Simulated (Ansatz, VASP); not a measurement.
# WSe2 in VASP and in Ansatz

```
W Se
1.0
     3.31785    0.00000    0.00000
    -1.65893    2.87335    0.00000
     0.00000    0.00000   24.06852
W Se
2 4
Direct
  0.66667 0.33333 0.13277
  0.33333 0.66667 0.86723
  0.33333 0.66667 0.20224
  0.66667 0.33333 0.93667
  0.33333 0.66667 0.06333
  0.66667 0.33333 0.79776
```

Alike in both runs: functional PBE; dispersion D3(BJ); k mesh 9 × 9 × 2; occupations gaussian, width 0.02 eV; no spin polarisation.

Ansatz relaxed the structure, and its values are those at the end. VASP's run is a single point on that final structure, the one shown.

|  | VASP | Ansatz |
| --- | --- | --- |
| version | VASP 6.6.1 | Ansatz 0.2.0 |
| potentials or method | VASP PAW PBE potentials, release 64 (W_sv, Se), cutoff 520 eV | scalar-relativistic, plane waves, PAW |
| valence electrons in the cell | 52 | 92 |

Ansatz gave:

| Property | Result |
| --- | --- |
| gap on the k mesh at the Fermi level (eV) | 1.32 |
| least direct gap on the mesh (eV) | 1.49 |
| rms of the force components (eV/Å) | 0.002 |

Problem. Estimate VASP's values.

Solution. gap on the k mesh at the Fermi level (eV): 1.31; least direct gap on the mesh (eV): 1.49; rms of the force components (eV/Å): 0.022.

VASP's potentials hold 52 valence electrons a cell and Ansatz's 92, so a difference there can come from the potentials and not from the codes. Ansatz's warnings: stress scf threshold loose.

Neither program's run includes spin-orbit coupling.
